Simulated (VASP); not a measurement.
# Tl2Sn2H5 (P4/mmm) in VASP: single point with PBE

Aim: the single point of Tl2Sn2H5 with PBE.

All numbers are computed with VASP 6.6.1; they aren't measurements. Logs are shortened: lines on timing, memory, paths and dates and some standing lists are left out, and cuts for length are marked.

### Step 1. The cell of the first run

Symmetry: P4/mmm, No. 123, tetragonal system. Conventional cell: a = 4.351 Å, b = 4.351 Å, c = 7.866 Å, α = 90.00°, β = 90.00°, γ = 90.00°. Tl (site symmetry 4/mmm) has 8 H at 2.99 Å and 8 Sn at 3.59 Å and 2 Tl at 3.93 Å within 4.0 Å. Within 4.0 Å of Tl (site symmetry 4/mmm) lie 12 H at 2.88 to 3.08 Å and 8 Sn at 3.72 Å and 2 Tl at 3.93 Å. Sn (site symmetry 4mm) has 5 H at 2.09 to 2.19 Å within 2.8 Å. H (site symmetry 2mm) has 2 Sn at 2.19 Å and 4 Tl at 2.88 to 2.99 Å and 6 H at 2.88 to 3.08 Å within 3.1 Å. H (site symmetry 4/mmm) has 2 Sn at 2.09 Å and 8 H at 2.88 Å within 2.9 Å.

The cell was generated, and may not be a known phase.

### Step 2. Single point, PBE

The input, INCAR:

```
SYSTEM = Tl2Sn2H5
  PREC = Accurate
  ENCUT = 520
  EDIFF = 1E-7
  ISMEAR = 0
  SIGMA = 0.1
  LREAL = .False.
  LASPH = .True.
  NELM = 100
  ALGO = Normal
  ISIF = 2
  LWAVE = .False.
  LCHARG = .True.
  GGA = PE
  LELF = .True.
  LVHAR = .True.
  NBANDS = 40
```

The input, KPOINTS:

```
regular mesh
0
Gamma
  10 10 6
  0 0 0
```

The input, POSCAR:

```
Tl2Sn2H5
1.0
    4.3508732724      0.0000000000      0.0000000000
    0.0000000000      4.3508732724      0.0000000000
    0.0000000000      0.0000000000      7.8664543210
Tl Sn H
2 2 5
Direct
    0.0000000000      0.0000000000      0.0000000000
    0.0000000000      0.0000000000      0.5000000000
    0.5000000000      0.5000000000      0.2347148630
    0.5000000000      0.5000000000      0.7652851370
    0.5000000000      0.0000000000      0.2609348313
    0.5000000000      0.0000000000      0.7390651687
    0.5000000000      0.5000000000      0.5000000000
    0.0000000000      0.5000000000      0.2609348313
    0.0000000000      0.5000000000      0.7390651687
```

Potentials or basis: VASP PAW PBE potentials, release 64 (Tl_d, Sn_d, H).

On the command line:

```bash
cat potpaw_PBE.64/Tl_d/POTCAR potpaw_PBE.64/Sn_d/POTCAR potpaw_PBE.64/H/POTCAR > POTCAR
mpirun -np 1 vasp_std > vasp.out
```

OUTCAR:

```text
SYSTEM = Tl2Sn2H5
   PREC = Accurate
   ENCUT = 520
   EDIFF = 1E-7
   ISMEAR = 0
   LREAL = .False.
   LASPH = .True.
   NELM = 100
   ISIF = 2
   GGA = PE

 ion  position               nearest neighbor table
   1  0.000  0.000  0.000-   3 3.59   4 3.59   3 3.59   4 3.59   3 3.59   4 3.59   3 3.59   4 3.59
                             2 3.93   2 3.93
   2  0.000  0.000  0.500-   3 3.72   4 3.72   3 3.72   4 3.72   3 3.72   4 3.72   3 3.72   4 3.72
                             1 3.93   1 3.93
   3  0.500  0.500  0.235-   7 2.09   5 2.19   8 2.19   5 2.19   8 2.19   1 3.59   1 3.59   1 3.59
                             1 3.59   4 3.69   2 3.72   2 3.72   2 3.72   2 3.72
   4  0.500  0.500  0.765-   7 2.09   6 2.19   9 2.19   6 2.19   9 2.19   1 3.59   1 3.59   1 3.59
                             1 3.59   3 3.69   2 3.72   2 3.72   2 3.72   2 3.72
   5  0.500  0.000  0.261-   3 2.19   3 2.19
   6  0.500  0.000  0.739-   4 2.19   4 2.19
   7  0.500  0.500  0.500-   3 2.09   4 2.09
   8  0.000  0.500  0.261-   3 2.19   3 2.19
   9  0.000  0.500  0.739-   4 2.19   4 2.19

  LATTYP: Found a simple tetragonal cell.
 ALAT       =     4.3508732724
 C/A-ratio  =     1.8080173401

  Lattice vectors:

 A1 = (   4.3508732724,   0.0000000000,   0.0000000000)
 A2 = (   0.0000000000,   4.3508732724,   0.0000000000)
 A3 = (   0.0000000000,   0.0000000000,   7.8664543210)

Analysis of symmetry for initial positions (statically):
=====================================================================
 Subroutine PRICEL returns:
 Original cell was already a primitive cell.

 Routine SETGRP: Setting up the symmetry group for a
 simple tetragonal supercell.

 Subroutine GETGRP returns: Found 16 space group operations
 (whereof 16 operations were pure point group operations)
 out of a pool of 16 trial point group operations.

The static configuration has the point symmetry D_4h.

Analysis of symmetry for dynamics (positions and initial velocities):
=====================================================================
 Subroutine PRICEL returns:
 Original cell was already a primitive cell.

 Routine SETGRP: Setting up the symmetry group for a
 simple tetragonal supercell.

 Subroutine GETGRP returns: Found 16 space group operations
 (whereof 16 operations were pure point group operations)
 out of a pool of 16 trial point group operations.

The dynamic configuration has the point symmetry D_4h.

 Subroutine INISYM returns: Found 16 space group operations
 (whereof 16 operations are pure point group operations),
 and found     1 'primitive' translations

----------------------------------------------------------------------------------------

                                     Primitive cell

  volume of cell :     148.9128

  direct lattice vectors                    reciprocal lattice vectors
     4.350873272  0.000000000  0.000000000     0.229838917  0.000000000  0.000000000
     0.000000000  4.350873272  0.000000000     0.000000000  0.229838917  0.000000000
     0.000000000  0.000000000  7.866454321     0.000000000  0.000000000  0.127122075

  length of vectors
     4.350873272  4.350873272  7.866454321     0.229838917  0.229838917  0.127122075

  position of ions in fractional coordinates (direct lattice)
     0.000000000  0.000000000  0.000000000
     0.000000000  0.000000000  0.500000000
     0.500000000  0.500000000  0.234714863
     0.500000000  0.500000000  0.765285137
     0.500000000  0.000000000  0.260934831
     0.500000000  0.000000000  0.739065169
     0.500000000  0.500000000  0.500000000
     0.000000000  0.500000000  0.260934831
     0.000000000  0.500000000  0.739065169

  ion indices of the primitive-cell ions
   primitive index   ion index
                 1           1
                 2           2
                 3           3
                 4           4
                 5           5
                 6           6
                 7           7
                 8           8
                 9           9

----------------------------------------------------------------------------------------

 KPOINTS: regular mesh

Automatic generation of k-mesh.
 Grid dimensions read from file:
 generate k-points for:   10   10    6

 Generating k-lattice:

  Cartesian coordinates                     Fractional coordinates (reciprocal lattice)
     0.022983892  0.000000000  0.000000000     0.100000000  0.000000000  0.000000000
     0.000000000  0.022983892  0.000000000     0.000000000  0.100000000  0.000000000
     0.000000000  0.000000000  0.021187013     0.000000000  0.000000000  0.166666667

  Length of vectors
     0.022983892  0.022983892  0.021187013

  Shift w.r.t. Gamma in fractional coordinates (k-lattice)
     0.000000000  0.000000000  0.000000000

 Subroutine IBZKPT returns following result:
 ===========================================

 Found     84 irreducible k-points:

 Following reciprocal coordinates:
            Coordinates               Weight
  0.000000  0.000000  0.000000      1.000000
  0.100000  0.000000  0.000000      4.000000
  0.200000  0.000000  0.000000      4.000000
  0.300000  0.000000  0.000000      4.000000
  0.400000  0.000000  0.000000      4.000000
  0.500000  0.000000  0.000000      2.000000
[... 16 lines left out ...]
  0.100000  0.000000  0.166667      8.000000
  0.200000  0.000000  0.166667      8.000000
 [... further k-points ...]
   k-points           NKPTS =     84   k-points in BZ     NKDIM =     84   number of bands    NBANDS=     40
   number of dos      NEDOS =    301   number of ions     NIONS =      9
   total plane-waves  NPLWV =  61440
   dimension x,y,z NGX =    32 NGY =   32 NGZ =   60
   dimension x,y,z NGXF=    64 NGYF=   64 NGZF=  120
   ions per type =               2   2   5
   NGX,Y,Z   is equivalent  to a cutoff of  12.23, 12.23, 12.68 a.u.
   NGXF,Y,Z  is equivalent  to a cutoff of  24.45, 24.45, 25.36 a.u.
 SYSTEM =  Tl2Sn2H5
   PREC   = accura    normal or accurate (medium, high low for compatibility)
   ISTART =      0    job   : 0-new  1-cont  2-samecut
   ICHARG =      2    charge: 1-file 2-atom 10-const
   ISPIN  =      1    spin polarized calculation?
   LNONCOLLINEAR =      F non collinear calculations
   LSORBIT =      F    spin-orbit coupling
   LASPH  =      T    aspherical Exc in radial PAW
   ENCUT  =  520.0 eV  38.22 Ry    6.18 a.u.   8.09  8.09 14.63*2*pi/ulx,y,z
   NELM   =    100;   NELMIN=  2; NELMDL= -5     # of ELM steps
   EDIFF  = 0.1E-06   stopping-criterion for ELM
   LREAL  =      F    real-space projection
   EDIFFG = 0.1E-05   stopping-criterion for IOM
   NSW    =      0    number of steps for IOM
   IBRION =     -1    ionic relax: 0-MD 1-quasi-New 2-CG
   NFREE  =      0    steps in history (QN), initial steepest desc. (CG)
   ISIF   =      2    stress and relaxation
   ISYM   =      2    0-nonsym 1-usesym 2-fastsym
   POTIM  = 0.5000    time-step for ionic-motion
   TEBEG  =    0.0;   TEEND  =   0.0 temperature during run
   PSTRESS=    0.0 pullay stress
   NELECT =      59.0000    total number of electrons
   NUPDOWN=      -1.0000    fix difference up-down
   EMIN   =  10.00;   EMAX   =-10.00  energy-range for DOS
   EFERMI =   0.00;   METHOD = LEGACY
   ISMEAR =     0;   SIGMA  =   0.10  broadening in eV -4-tet -1-fermi 0-gaus
   EFERMI_NEDOS =   21; number of points for ismear=-14 and -15
   IALGO  =     38    algorithm
   IMIX   =      4    mixing-type and parameters
     AMIX     =   0.40;   BMIX     =  1.00
     AMIX_MAG =   1.60;   BMIX_MAG =  1.00
  volume/ion in A,a.u.               =      16.55       111.66
  Fermi-wavevector in a.u.,A,eV,Ry     =   1.202398  2.272203 19.670768  1.445761
  Thomas-Fermi vector in A             =   2.338180
   LORBIT       =      0    0 simple, 1 ext, 2 COOP (PROOUT), +10 PAW based schemes
   GGA     = PE    functional components
   LHFCALC =     F    Hartree Fock is set to
   AEXX    =    0.0000 exact exchange contribution
   IVDW    =     0    specifies the selected vdW correction
   LEPSILON=     F    determine dielectric tensor
   LRPA    =     F    only Hartree local field effects (RPA)
 non-spin polarized calculation
 Gauss-broadening in eV      SIGMA  =   0.10
  energy-cutoff  :      520.00
  volume of cell :      148.91
 maximum number of plane-waves:      4040
   NGX = 17   NGY = 17   NGZ = 29

 number of electron      58.9999988 magnetization

 Free energy of the ion-electron system (eV)
  ---------------------------------------------------
  ext. energy  EPLUGINS =         0.00000000
  ---------------------------------------------------
  free energy    TOTEN  =       -25.78556152 eV

  energy without entropy =      -25.77575722  energy(sigma->0) =      -25.78065937

 E-fermi :   5.4620     XC(G=0):  -9.5078

 val. band max:        5.4279072505   @ k =   0.5000   0.3000   0.1667
 cond. band min:       5.4655725036   @ k =   0.5000   0.4000   0.3333
 fundamental gap:      0.0376652531
 Fermi energy:         5.4620156732

 k-point     1 :       0.0000    0.0000    0.0000
  band No.  band energies     occupation
      1     -16.1926      2.00000
      2     -16.1871      2.00000
      3     -16.1854      2.00000
      4     -16.1548      2.00000
      5     -16.1547      2.00000
      6     -16.1547      2.00000
[... 32 lines left out ...]
     39      11.2428      0.00000
     40      11.3337      0.00000

 k-point     2 :       0.1000    0.0000    0.0000
  band No.  band energies     occupation
      1     -16.1922      2.00000
      2     -16.1852      2.00000
      3     -16.1837      2.00000
      4     -16.1551      2.00000
      5     -16.1551      2.00000
      6     -16.1547      2.00000
[... 32 lines left out ...]
     39      10.8518      0.00000
     40      11.8271      0.00000

 k-point     3 :       0.2000    0.0000    0.0000
  band No.  band energies     occupation
      1     -16.1916      2.00000
      2     -16.1795      2.00000
      3     -16.1795      2.00000
      4     -16.1563      2.00000
      5     -16.1559      2.00000
      6     -16.1547      2.00000
[... 32 lines left out ...]
     39       9.9713      0.00000
     40      11.2684      0.00000

 k-point     4 :       0.3000    0.0000    0.0000
  band No.  band energies     occupation
      1     -16.1912      2.00000
      2     -16.1749      2.00000
      3     -16.1721      2.00000
      4     -16.1578      2.00000
      5     -16.1568      2.00000
      6     -16.1558      2.00000
[... 32 lines left out ...]
     39      10.2712      0.00000
     40      11.2595      0.00000
[... 772 lines left out ...]
     39      11.1423      0.00000
     40      11.1424      0.00000

 k-point    23 :       0.1000    0.0000    0.1667
  band No.  band energies     occupation
      1     -16.1890      2.00000
      2     -16.1850      2.00000
      3     -16.1837      2.00000
      4     -16.1550      2.00000
      5     -16.1546      2.00000
      6     -16.1541      2.00000
[... 32 lines left out ...]
     39      10.7923      0.00000
     40      11.4179      0.00000

 k-point    24 :       0.2000    0.0000    0.1667
  band No.  band energies     occupation
      1     -16.1887      2.00000
      2     -16.1796      2.00000
      3     -16.1790      2.00000
      4     -16.1558      2.00000
      5     -16.1558      2.00000
      6     -16.1547      2.00000
[... 32 lines left out ...]
     39       9.9676      0.00000
     40      10.9534      0.00000

 [... further k-points ...]
[... 5 lines left out ...]
  --------------------------------------------------------------------------------------
  -------------------------------------------------------------------------------------
  Total       -0.1150008     -0.1150008     -0.0801060      0.0000000     -0.0000000      0.0000000
  in kB       -1.2373131     -1.2373131     -0.8618743      0.0000000     -0.0000000      0.0000000
  external PRESSURE =      -1.1121668 kB  Pullay stress =       0.0000000 kB

 VOLUME and BASIS-vectors are now :
 -----------------------------------------------------------------------------
  energy-cutoff  :      520.00
  volume of cell :      148.91
      direct lattice vectors                 reciprocal lattice vectors
     4.350873272  0.000000000  0.000000000     0.229838917  0.000000000  0.000000000
     0.000000000  4.350873272  0.000000000     0.000000000  0.229838917  0.000000000
     0.000000000  0.000000000  7.866454321     0.000000000  0.000000000  0.127122075

 POSITION                                       TOTAL-FORCE (eV/Angst)
 -----------------------------------------------------------------------------------
      0.00000      0.00000      0.00000        -0.000000     -0.000000      0.000000
      0.00000      0.00000      3.93323        -0.000000     -0.000000      0.000000
      2.17544      2.17544      1.84637         0.000000     -0.000000     -0.000935
      2.17544      2.17544      6.02008        -0.000000      0.000000      0.000935
      2.17544      0.00000      2.05263        -0.000000     -0.000000     -0.000084
      2.17544      0.00000      5.81382        -0.000000     -0.000000      0.000084
      2.17544      2.17544      3.93323        -0.000000     -0.000000      0.000000
      0.00000      2.17544      2.05263        -0.000000     -0.000000     -0.000084
      0.00000      2.17544      5.81382        -0.000000     -0.000000      0.000084
 -----------------------------------------------------------------------------------
    total drift:                                0.000000     -0.000000      0.000000

  FREE ENERGIE OF THE ION-ELECTRON SYSTEM (eV)
  ---------------------------------------------------
  free  energy   TOTEN  =       -25.7855615180 eV

  energy  without entropy=      -25.7757572164  energy(sigma->0) =      -25.78065937
```

It took 11 min on 1 thread of Intel Xeon Platinum 8375C at 2.90GHz (Ice Lake), shared host; peak memory 0.54 GiB.

What came out:

| Property | Result |
| --- | --- |
| Free energy | -25.7856 eV |
| Pressure | -0.1 GPa |
| Band gap on the k mesh | zero (an odd number of electrons rules out a gap without spin polarisation) |

Caveat: spin-orbit coupling is left out, which moves the levels of the heavy elements.

The gap in the log of VASP goes by the Fermi energy; the results here count the filled bands.